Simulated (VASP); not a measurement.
# Li2O (Fm-3m) in VASP: single point with r2SCAN

Aim: the single point of Li2O with r2SCAN.

Everything below comes from runs of VASP 6.6.1. Logs are shortened: lines on timing, memory, paths and dates and some standing lists are left out, and cuts for length are marked.

## Step 1: The cell of the first run

The structure is cubic, space group Fm-3m (No. 225). Conventional cell: a = 4.374 Å, b = 4.374 Å, c = 4.374 Å, α = 90.00°, β = 90.00°, γ = 90.00°. Li (site symmetry -43m) has 4 O at 1.89 Å and 6 Li at 2.19 Å within 2.5 Å. Within 2.5 Å of O (site symmetry m-3m) lie 8 Li at 1.89 Å.

## Step 2: Single point, r2SCAN

Contents of POSCAR:

```
Li2O
1.0
    2.1871406701      2.1871406701      0.0000000000
   -2.1871406701      2.1871406701      0.0000000000
    0.0000000000      2.1871406701      2.1871406701
Li O
2 1
Direct
    0.2500000000      0.7500000000      0.5000000000
    0.7500000000      0.2500000000      0.5000000000
    0.0000000000      0.0000000000      0.0000000000
```

Contents of INCAR.step1:

```
SYSTEM = Li2O
  PREC = Accurate
  ENCUT = 1480
  ISMEAR = 0
  SIGMA = 0.01
  LREAL = .FALSE.
  LASPH = .TRUE.
  NELM = 120
  NBANDS = 13
  GGA = PE
  ALGO = Normal
  EDIFF = 1E-5
  LWAVE = .TRUE.
  LCHARG = .FALSE.
  GGA_COMPAT = .FALSE.
```

Contents of INCAR.step2:

```
SYSTEM = Li2O
  PREC = Accurate
  ENCUT = 1480
  EDIFF = 1E-6
  ISMEAR = 0
  SIGMA = 0.01
  LREAL = .FALSE.
  LASPH = .TRUE.
  NELM = 120
  ALGO = Normal
  ISIF = 2
  LWAVE = .FALSE.
  LCHARG = .TRUE.
  METAGGA = R2SCAN
  LMIXTAU = .TRUE.
  LELF = .TRUE.
  LVHAR = .TRUE.
  NBANDS = 13
  ISTART = 1
  GGA_COMPAT = .FALSE.
```

Contents of KPOINTS:

```
regular mesh
0
G
  8 8 8
  0 0 0
```

Potentials or basis: VASP PAW PBE potentials, release 64 (Li_sv, O_h).

Run with:

```console
$ cat potpaw_PBE.64/Li_sv/POTCAR potpaw_PBE.64/O_h/POTCAR > POTCAR
$ cp INCAR.step1 INCAR
$ mpirun -np 1 vasp_std > vasp.out
$ cp INCAR.step2 INCAR
$ mpirun -np 1 vasp_std > vasp.out
```

OUTCAR:

```text
SYSTEM = Li2O
   PREC = Accurate
   ENCUT = 1480
   EDIFF = 1E-6
   ISMEAR = 0
   LREAL = .FALSE.
   LASPH = .TRUE.
   NELM = 120
   ISIF = 2
   METAGGA = R2SCAN
   ISTART = 1

 ion  position               nearest neighbor table
   1  0.250  0.750  0.500-   3 1.89   3 1.89   3 1.89   3 1.89   2 2.19   2 2.19   2 2.19   2 2.19
                             2 2.19   2 2.19
   2  0.750  0.250  0.500-   3 1.89   3 1.89   3 1.89   3 1.89   1 2.19   1 2.19   1 2.19   1 2.19
                             1 2.19   1 2.19
   3  0.000  0.000  0.000-   2 1.89   1 1.89   1 1.89   2 1.89   1 1.89   2 1.89   2 1.89   1 1.89

  LATTYP: Found a face centered cubic cell.
 ALAT       =     4.3742813402

  Lattice vectors:

 A1 = (   0.0000000000,   2.1871406701,   2.1871406701)
 A2 = (   2.1871406701,   0.0000000000,   2.1871406701)
 A3 = (   2.1871406701,   2.1871406701,   0.0000000000)

Analysis of symmetry for initial positions (statically):
=====================================================================
 Subroutine PRICEL returns:
 Original cell was already a primitive cell.

 Routine SETGRP: Setting up the symmetry group for a
 face centered cubic supercell.

 Subroutine GETGRP returns: Found 48 space group operations
 (whereof 48 operations were pure point group operations)
 out of a pool of 48 trial point group operations.

The static configuration has the point symmetry O_h .

Analysis of symmetry for dynamics (positions and initial velocities):
=====================================================================
 Subroutine PRICEL returns:
 Original cell was already a primitive cell.

 Routine SETGRP: Setting up the symmetry group for a
 face centered cubic supercell.

 Subroutine GETGRP returns: Found 48 space group operations
 (whereof 48 operations were pure point group operations)
 out of a pool of 48 trial point group operations.

The dynamic configuration has the point symmetry O_h .

 Subroutine INISYM returns: Found 48 space group operations
 (whereof 48 operations are pure point group operations),
 and found     1 'primitive' translations

----------------------------------------------------------------------------------------

                                     Primitive cell

  volume of cell :      20.9247

  direct lattice vectors                    reciprocal lattice vectors
     2.187140670  2.187140670  0.000000000     0.228608981  0.228608981 -0.228608981
    -2.187140670  2.187140670  0.000000000    -0.228608981  0.228608981 -0.228608981
     0.000000000  2.187140670  2.187140670     0.000000000  0.000000000  0.457217962

  length of vectors
     3.093083998  3.093083998  3.093083998     0.395962370  0.395962370  0.457217962

  position of ions in fractional coordinates (direct lattice)
     0.250000000  0.750000000  0.500000000
     0.750000000  0.250000000  0.500000000
     0.000000000  0.000000000  0.000000000

  ion indices of the primitive-cell ions
   primitive index   ion index
                 1           1
                 2           2
                 3           3

----------------------------------------------------------------------------------------

 KPOINTS: regular mesh

Automatic generation of k-mesh.
 Grid dimensions read from file:
 generate k-points for:    8    8    8

 Generating k-lattice:

  Cartesian coordinates                     Fractional coordinates (reciprocal lattice)
     0.028576123  0.028576123 -0.028576123     0.125000000  0.000000000  0.000000000
    -0.028576123  0.028576123 -0.028576123     0.000000000  0.125000000  0.000000000
     0.000000000  0.000000000  0.057152245     0.000000000  0.000000000  0.125000000

  Length of vectors
     0.049495296  0.049495296  0.057152245

  Shift w.r.t. Gamma in fractional coordinates (k-lattice)
     0.000000000  0.000000000  0.000000000

 Subroutine IBZKPT returns following result:
 ===========================================

 Found     29 irreducible k-points:

 Following reciprocal coordinates:
            Coordinates               Weight
  0.000000  0.000000  0.000000      1.000000
  0.125000  0.000000  0.000000      8.000000
  0.250000  0.000000  0.000000      8.000000
  0.375000  0.000000  0.000000      8.000000
  0.500000  0.000000  0.000000      4.000000
  0.125000  0.125000  0.000000     12.000000
[... 16 lines left out ...]
  0.375000  0.250000  0.125000     48.000000
  0.500000  0.250000  0.125000     24.000000
 [... further k-points ...]
   k-points           NKPTS =     29   k-points in BZ     NKDIM =     29   number of bands    NBANDS=     13
   number of dos      NEDOS =    301   number of ions     NIONS =      3
   total plane-waves  NPLWV =  64000
   dimension x,y,z NGX =    40 NGY =   40 NGZ =   40
   dimension x,y,z NGXF=    80 NGYF=   80 NGZF=   80
   ions per type =               2   1
   NGX,Y,Z   is equivalent  to a cutoff of  21.50, 21.50, 21.50 a.u.
   NGXF,Y,Z  is equivalent  to a cutoff of  43.00, 43.00, 43.00 a.u.
 SYSTEM =  Li2O
   PREC   = accura    normal or accurate (medium, high low for compatibility)
   ISTART =      1    job   : 0-new  1-cont  2-samecut
   ICHARG =      0    charge: 1-file 2-atom 10-const
   ISPIN  =      1    spin polarized calculation?
   LNONCOLLINEAR =      F non collinear calculations
   LSORBIT =      F    spin-orbit coupling
   LASPH  =      T    aspherical Exc in radial PAW
   ENCUT  = 1480.0 eV 108.78 Ry   10.43 a.u.   9.70  9.70  9.70*2*pi/ulx,y,z
   NELM   =    120;   NELMIN=  2; NELMDL=  0     # of ELM steps
   EDIFF  = 0.1E-05   stopping-criterion for ELM
   LREAL  =      F    real-space projection
   EDIFFG = 0.1E-04   stopping-criterion for IOM
   NSW    =      0    number of steps for IOM
   IBRION =     -1    ionic relax: 0-MD 1-quasi-New 2-CG
   NFREE  =      0    steps in history (QN), initial steepest desc. (CG)
   ISIF   =      2    stress and relaxation
   ISYM   =      2    0-nonsym 1-usesym 2-fastsym
   POTIM  = 0.5000    time-step for ionic-motion
   TEBEG  =    0.0;   TEEND  =   0.0 temperature during run
   PSTRESS=    0.0 pullay stress
   NELECT =      12.0000    total number of electrons
   NUPDOWN=      -1.0000    fix difference up-down
   EMIN   =  10.00;   EMAX   =-10.00  energy-range for DOS
   EFERMI =   0.00;   METHOD = LEGACY
   ISMEAR =     0;   SIGMA  =   0.01  broadening in eV -4-tet -1-fermi 0-gaus
   EFERMI_NEDOS =   21; number of points for ismear=-14 and -15
   IALGO  =     38    algorithm
   IMIX   =      4    mixing-type and parameters
     AMIX     =   0.40;   BMIX     =  1.00
     AMIX_MAG =   1.60;   BMIX_MAG =  1.00
  volume/ion in A,a.u.               =       6.97        47.07
  Fermi-wavevector in a.u.,A,eV,Ry     =   1.360135  2.570282 25.170314  1.849966
  Thomas-Fermi vector in A             =   2.486823
   LORBIT       =      0    0 simple, 1 ext, 2 COOP (PROOUT), +10 PAW based schemes
   METAGGA = R2SCAN    functional components
   LHFCALC =     F    Hartree Fock is set to
   AEXX    =    0.0000 exact exchange contribution
   IVDW    =     0    specifies the selected vdW correction
   LEPSILON=     F    determine dielectric tensor
   LRPA    =     F    only Hartree local field effects (RPA)
 non-spin polarized calculation
 Gauss-broadening in eV      SIGMA  =   0.01
  energy-cutoff  :     1480.00
  volume of cell :       20.92
 maximum number of plane-waves:      2733
   NGX = 19   NGY = 19   NGZ = 19

 number of electron      12.0000000 magnetization

 Free energy of the ion-electron system (eV)
  ---------------------------------------------------
  ext. energy  EPLUGINS =         0.00000000
  ---------------------------------------------------
  free energy    TOTEN  =       -16.70843417 eV

  energy without entropy =      -16.70843417  energy(sigma->0) =      -16.70843417

 E-fermi :   2.3854     XC(G=0): -11.0406

 val. band max:        2.2619288548   @ k =   0.0000   0.0000   0.0000
 cond. band min:       8.2631198843   @ k =   0.5000   0.5000   0.0000
 fundamental gap:      6.0011910295
 Fermi energy:         2.3853712315

 k-point     1 :       0.0000    0.0000    0.0000
  band No.  band energies     occupation
      1     -41.9041      2.00000
      2     -41.3725      2.00000
      3     -14.3541      2.00000
      4       2.2619      2.00000
      5       2.2619      2.00000
      6       2.2619      2.00000
      7       9.8125      0.00000
      8      16.4083      0.00000
      9      16.4083      0.00000
     10      16.4083      0.00000
     11      24.3552      0.00000
     12      24.3552      0.00000
     13      24.3552      0.00000

 k-point     2 :       0.1250    0.0000    0.0000
  band No.  band energies     occupation
      1     -41.8797      2.00000
      2     -41.3890      2.00000
      3     -14.3303      2.00000
      4       1.7129      2.00000
      5       2.1748      2.00000
      6       2.1748      2.00000
      7      10.1856      0.00000
      8      16.5512      0.00000
      9      16.6680      0.00000
     10      16.6680      0.00000
     11      22.6069      0.00000
     12      22.6069      0.00000
     13      25.0959      0.00000

 k-point     3 :       0.2500    0.0000    0.0000
  band No.  band energies     occupation
      1     -41.8124      2.00000
      2     -41.4376      2.00000
      3     -14.2685      2.00000
      4       0.5513      2.00000
      5       1.9769      2.00000
      6       1.9769      2.00000
      7      11.1518      0.00000
      8      16.5792      0.00000
      9      16.8986      0.00000
     10      16.8986      0.00000
     11      21.7957      0.00000
     12      21.7957      0.00000
     13      26.8968      0.00000
[... 305 lines left out ...]
 k-point    23 :       0.3750    0.2500    0.1250
  band No.  band energies     occupation
      1     -41.6908      2.00000
      2     -41.5287      2.00000
      3     -14.1746      2.00000
      4      -0.2306      2.00000
      5       1.0722      2.00000
      6       1.5130      2.00000
      7      11.3987      0.00000
      8      15.5702      0.00000
      9      18.0358      0.00000
     10      18.5857      0.00000
     11      21.0611      0.00000
     12      25.3038      0.00000
     13      28.8367      0.00000

 k-point    24 :       0.5000    0.2500    0.1250
  band No.  band energies     occupation
      1     -41.6073      2.00000
      2     -41.6058      2.00000
      3     -14.1509      2.00000
      4      -0.5231      2.00000
      5       1.1315      2.00000
      6       1.2971      2.00000
      7      11.7678      0.00000
      8      15.2001      0.00000
      9      17.9088      0.00000
     10      18.5925      0.00000
     11      23.3351      0.00000
     12      23.5914      0.00000
     13      29.6155      0.00000

 [... further k-points ...]

------------------------ aborting loop because EDIFF is reached ----------------------------------------

  FORCE on cell =-STRESS in cart. coord.  units (eV):
  Direction    XX          YY          ZZ          XY          YZ          ZX
  --------------------------------------------------------------------------------------
  -------------------------------------------------------------------------------------
  Total        2.1680876      2.1680876      2.1680876      0.0000000      0.0000000     -0.0000000
  in kB      166.0073271    166.0073271    166.0073271      0.0000000      0.0000000     -0.0000000
  external PRESSURE =     166.0073271 kB  Pullay stress =       0.0000000 kB

 VOLUME and BASIS-vectors are now :
 -----------------------------------------------------------------------------
  energy-cutoff  :     1480.00
  volume of cell :       20.92
      direct lattice vectors                 reciprocal lattice vectors
     2.187140670  2.187140670  0.000000000     0.228608981  0.228608981 -0.228608981
    -2.187140670  2.187140670  0.000000000    -0.228608981  0.228608981 -0.228608981
     0.000000000  2.187140670  2.187140670     0.000000000  0.000000000  0.457217962

 POSITION                                       TOTAL-FORCE (eV/Angst)
 -----------------------------------------------------------------------------------
     -1.09357      3.28071      1.09357        -0.000000     -0.000000      0.000000
      1.09357      3.28071      1.09357         0.000000      0.000000     -0.000000
      0.00000      0.00000      0.00000         0.000000     -0.000000      0.000000
 -----------------------------------------------------------------------------------
    total drift:                                0.000000      0.000000     -0.000000

  FREE ENERGIE OF THE ION-ELECTRON SYSTEM (eV)
  ---------------------------------------------------
  free  energy   TOTEN  =       -16.7084341707 eV

  energy  without entropy=      -16.7084341707  energy(sigma->0) =      -16.70843417
```

Wall time 3.9 min (1 thread of Intel Xeon Platinum 8375C at 2.90GHz (Ice Lake), shared host); peak memory 0.24 GiB.

What came out:

```yaml
Free_energy: -16.7084 eV
Pressure: 16.6 GPa
Band_gap_on_the_k_mesh: 6.00 eV (least direct gap 7.55 eV)
```

Caveat: the cell stands under pressure; the PAW data sets were made with another functional, which shifts forces and pressure a little. A k mesh can miss the band edges.
